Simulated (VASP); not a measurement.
# GaC3 in VASP: further runs

GaC3 is run at these levels: PBE; tasks: single point.

All numbers are computed with VASP 6.6.1; they aren't measurements. Logs are shortened: lines on timing, memory, paths and dates and some standing lists are left out, and cuts for length are marked.

## Step 1: The cell of the first run

It takes space group Pm-3m (No. 221, cubic). Conventional cell: a = 3.319 Å, b = 3.319 Å, c = 3.319 Å, α = 90.00°, β = 90.00°, γ = 90.00°. Ga (site symmetry m-3m) has 12 C at 2.35 Å within 3.1 Å. Within 3.1 Å of C (site symmetry 4/mmm) lie 4 Ga at 2.35 Å and 8 C at 2.35 Å.

## Step 2: Single point, PBE

Contents of INCAR:

```
  PREC = Accurate
  ENCUT = 520
  EDIFF = 1E-6
  ISMEAR = -1
  SIGMA = 0.05
  LREAL = F
  LASPH = T
  NELM = 80
  ALGO = Normal
  ISIF = 2
  LWAVE = F
  LCHARG = F
  GGA = PE
  NBANDS = 20
```

Contents of KPOINTS:

```
regular mesh
0
Gamma
  10 10 10
```

Contents of POSCAR:

```
GaC3
1.0
    3.3189500000      0.0000000000      0.0000000000
    0.0000000000      3.3189500000      0.0000000000
    0.0000000000      0.0000000000      3.3189500000
Ga C
1 3
Direct
    0.0000000000      0.0000000000      0.0000000000
    0.0000000000      0.5000000000      0.5000000000
    0.5000000000      0.0000000000      0.5000000000
    0.5000000000      0.5000000000      0.0000000000
```

Potentials or basis: VASP PAW PBE potentials, release 64 (Ga_d, C).

The run is started by

```sh
$ cat potpaw_PBE.64/Ga_d/POTCAR potpaw_PBE.64/C/POTCAR > POTCAR
$ mpirun -np 1 vasp_std > vasp.out
```

OUTCAR:

```text
PREC = Accurate
   ENCUT = 520
   EDIFF = 1E-6
   ISMEAR = -1
   LREAL = F
   LASPH = T
   NELM = 80
   ISIF = 2
   GGA = PE

 ion  position               nearest neighbor table
   1  0.000  0.000  0.000-   2 2.35   3 2.35   4 2.35   2 2.35   3 2.35   2 2.35   4 2.35   2 2.35
                             3 2.35   4 2.35   3 2.35   4 2.35
   2  0.000  0.500  0.500-   1 2.35   1 2.35   1 2.35   1 2.35
   3  0.500  0.000  0.500-   1 2.35   1 2.35   1 2.35   1 2.35
   4  0.500  0.500  0.000-   1 2.35   1 2.35   1 2.35   1 2.35

  LATTYP: Found a simple cubic cell.
 ALAT       =     3.3189500000

  Lattice vectors:

 A1 = (   3.3189500000,   0.0000000000,   0.0000000000)
 A2 = (   0.0000000000,   3.3189500000,   0.0000000000)
 A3 = (   0.0000000000,   0.0000000000,   3.3189500000)

Analysis of symmetry for initial positions (statically):
=====================================================================
 Subroutine PRICEL returns:
 Original cell was already a primitive cell.

 Routine SETGRP: Setting up the symmetry group for a
 simple cubic supercell.

 Subroutine GETGRP returns: Found 48 space group operations
 (whereof 48 operations were pure point group operations)
 out of a pool of 48 trial point group operations.

The static configuration has the point symmetry O_h .

Analysis of symmetry for dynamics (positions and initial velocities):
=====================================================================
 Subroutine PRICEL returns:
 Original cell was already a primitive cell.

 Routine SETGRP: Setting up the symmetry group for a
 simple cubic supercell.

 Subroutine GETGRP returns: Found 48 space group operations
 (whereof 48 operations were pure point group operations)
 out of a pool of 48 trial point group operations.

The dynamic configuration has the point symmetry O_h .

 Subroutine INISYM returns: Found 48 space group operations
 (whereof 48 operations are pure point group operations),
 and found     1 'primitive' translations

----------------------------------------------------------------------------------------

                                     Primitive cell

  volume of cell :      36.5597

  direct lattice vectors                    reciprocal lattice vectors
[... 82 lines left out ...]
   PREC   = accura    normal or accurate (medium, high low for compatibility)
   ISTART =      0    job   : 0-new  1-cont  2-samecut
   ICHARG =      2    charge: 1-file 2-atom 10-const
   ISPIN  =      1    spin polarized calculation?
   LNONCOLLINEAR =      F non collinear calculations
   LSORBIT =      F    spin-orbit coupling
   LASPH  =      T    aspherical Exc in radial PAW
   ENCUT  =  520.0 eV  38.22 Ry    6.18 a.u.   6.17  6.17  6.17*2*pi/ulx,y,z
   NELM   =     80;   NELMIN=  2; NELMDL= -5     # of ELM steps
   EDIFF  = 0.1E-05   stopping-criterion for ELM
   LREAL  =      F    real-space projection
   EDIFFG = 0.1E-04   stopping-criterion for IOM
   NSW    =      0    number of steps for IOM
   IBRION =     -1    ionic relax: 0-MD 1-quasi-New 2-CG
   NFREE  =      0    steps in history (QN), initial steepest desc. (CG)
   ISIF   =      2    stress and relaxation
   ISYM   =      2    0-nonsym 1-usesym 2-fastsym
   POTIM  = 0.5000    time-step for ionic-motion
   TEBEG  =    0.0;   TEEND  =   0.0 temperature during run
   PSTRESS=    0.0 pullay stress
   NELECT =      25.0000    total number of electrons
   NUPDOWN=      -1.0000    fix difference up-down
   EMIN   =  10.00;   EMAX   =-10.00  energy-range for DOS
   EFERMI =   0.00;   METHOD = LEGACY
   ISMEAR =    -1;   SIGMA  =   0.05  broadening in eV -4-tet -1-fermi 0-gaus
   EFERMI_NEDOS =   21; number of points for ismear=-14 and -15
   IALGO  =     38    algorithm
   IMIX   =      4    mixing-type and parameters
     AMIX     =   0.40;   BMIX     =  1.00
     AMIX_MAG =   1.60;   BMIX_MAG =  1.00
  volume/ion in A,a.u.               =       9.14        61.68
  Fermi-wavevector in a.u.,A,eV,Ry     =   1.442295  2.725543 28.303045  2.080215
  Thomas-Fermi vector in A             =   2.560831
   LORBIT       =      0    0 simple, 1 ext, 2 COOP (PROOUT), +10 PAW based schemes
   GGA     = PE    functional components
   LHFCALC =     F    Hartree Fock is set to
   AEXX    =    0.0000 exact exchange contribution
   IVDW    =     0    specifies the selected vdW correction
   LEPSILON=     F    determine dielectric tensor
   LRPA    =     F    only Hartree local field effects (RPA)
 non-spin polarized calculation
  energy-cutoff  :      520.00
  volume of cell :       36.56
 maximum number of plane-waves:      1021
 NGX is ok and might be reduce to    28
   NGX = 13   NGY = 13   NGZ = 13

 number of electron      25.0000005 magnetization

 Free energy of the ion-electron system (eV)
  ---------------------------------------------------
  ext. energy  EPLUGINS =         0.00000000
  ---------------------------------------------------
  free energy    TOTEN  =       -17.67982349 eV

  energy without entropy =      -17.66612485  energy(sigma->0) =      -17.67297417

 E-fermi :   7.4914     XC(G=0): -12.5336

 val. band max:        7.4762556626   @ k =   0.4000   0.2000   0.2000
 cond. band min:       7.5268298610   @ k =   0.2000   0.2000   0.1000
 fundamental gap:      0.0505741984
 Fermi energy:         7.4913574183

 k-point     1 :       0.0000    0.0000    0.0000
  band No.  band energies     occupation
      1      -9.1596      2.00000
      2      -7.6941      2.00000
      3      -7.6941      2.00000
      4      -7.4903      2.00000
      5      -7.4903      2.00000
      6      -7.4903      2.00000
[... 541 lines left out ...]
     19      16.0424      0.00000
     20      18.1202      0.00000

 [... further k-points ...]
[... 5 lines left out ...]
  --------------------------------------------------------------------------------------
  -------------------------------------------------------------------------------------
  Total        0.4387169      0.4387169      0.4387169      0.0000000      0.0000000      0.0000000
  in kB       19.2261722     19.2261722     19.2261722      0.0000000      0.0000000      0.0000000
  external PRESSURE =      19.2261722 kB  Pullay stress =       0.0000000 kB

 VOLUME and BASIS-vectors are now :
 -----------------------------------------------------------------------------
  energy-cutoff  :      520.00
  volume of cell :       36.56
      direct lattice vectors                 reciprocal lattice vectors
     3.318950000  0.000000000  0.000000000     0.301300110  0.000000000  0.000000000
     0.000000000  3.318950000  0.000000000     0.000000000  0.301300110  0.000000000
     0.000000000  0.000000000  3.318950000     0.000000000  0.000000000  0.301300110

 POSITION                                       TOTAL-FORCE (eV/Angst)
 -----------------------------------------------------------------------------------
      0.00000      0.00000      0.00000         0.000000      0.000000      0.000000
      0.00000      1.65948      1.65948         0.000000      0.000000      0.000000
      1.65948      0.00000      1.65948         0.000000      0.000000      0.000000
      1.65948      1.65948      0.00000         0.000000      0.000000      0.000000
 -----------------------------------------------------------------------------------
    total drift:                               -0.000000      0.000000      0.000000

  FREE ENERGIE OF THE ION-ELECTRON SYSTEM (eV)
  ---------------------------------------------------
  free  energy   TOTEN  =       -17.6798234870 eV

  energy  without entropy=      -17.6661248499  energy(sigma->0) =      -17.67297417
```

stdout:

```text
POSCAR found type information on POSCAR GaC
 POSCAR found :  2 types and       4 ions
 scaLAPACK will be used
 LDA part: xc-table for (Slater+PW92), standard interpolation
 POSCAR, INCAR and KPOINTS ok, starting setup
 FFT: planning ... GRIDC
 FFT: planning ... GRID_SOFT
 FFT: planning ... GRID
 WAVECAR not read
 entering main loop
```

Wall time 25 s (1 thread of AMD EPYC 9R45 (Zen 5), shared host); peak memory 0.15 GiB.

Results:

```yaml
Free_energy: -17.6798 eV
Pressure: 1.9 GPa
```

Levels at points of the mesh, in eV from the Fermi level:
| k point | band 10 | band 11 | band 12 | band 13 | band 14 | band 15 | band 16 | band 17 |
| --- | --- | --- | --- | --- | --- | --- | --- | --- |
| (0.00, 0.00, 0.00) | -5.43 | -5.43 | -0.05 | 1.23 | 1.23 | 1.23 | 3.84 | 3.84 |
| (0.50, 0.00, 0.00) | -2.91 | -2.03 | -2.03 | -1.73 | -0.68 | 0.64 | 3.61 | 3.61 |
| (0.50, 0.50, 0.00) | -1.06 | -0.56 | -0.56 | -0.50 | -0.50 | -0.34 | 4.15 | 4.52 |
| (0.50, 0.50, 0.50) | -7.16 | -7.16 | -7.04 | -3.40 | 4.55 | 4.55 | 4.55 | 5.02 |

## Step 3: Single point, PBE

INCAR is that of step 2.

Contents of KPOINTS:

```
Automatic mesh
0
Gamma
  10 10 10
```

Contents of POSCAR:

```
GaC3
1.0
    3.3189500000     -0.0165947500     -0.0165947500
   -0.0165947500      3.3189500000     -0.0165947500
   -0.0165947500     -0.0165947500      3.3189500000
Ga C
1 3
Direct
    0.0000000000      0.0000000000      0.0000000000
    0.0000000000      0.5000000000      0.5000000000
    0.5000000000      0.0000000000      0.5000000000
    0.5000000000      0.5000000000      0.0000000000
```

Potentials or basis: VASP PAW PBE potentials, release 64 (Ga_d, C).

The run is started by

```sh
$ cat potpaw_PBE.64/Ga_d/POTCAR potpaw_PBE.64/C/POTCAR > POTCAR
$ mpirun -np 1 vasp_std > vasp.out
```

Run time: 48 s. Hardware: 1 thread of AMD EPYC 9R45 (Zen 5), shared host; peak memory 0.18 GiB.

Results (log left out):

* Free energy: -17.6800 eV
* Pressure: 1.9 GPa

Stress tensor (GPa, compression positive):
```
 1.91 -0.09 -0.09
-0.09  1.91 -0.09
-0.09 -0.09  1.91
```

Levels at points of the mesh, in eV from the Fermi level:
```csv
k point,band 11,band 12,band 13,band 14,band 15,band 16
"(0.00, 0.00, 0.00)",-5.41,-0.05,1.09,1.29,1.29,3.77
"(0.50, 0.00, 0.00)",-2.09,-1.98,-1.72,-0.68,0.64,3.48
"(0.50, 0.50, 0.00)",-0.61,-0.55,-0.51,-0.50,-0.30,4.16
"(0.50, 0.50, 0.50)",-7.12,-7.04,-3.40,4.52,4.52,4.57
```

[end of part 1 of 3]
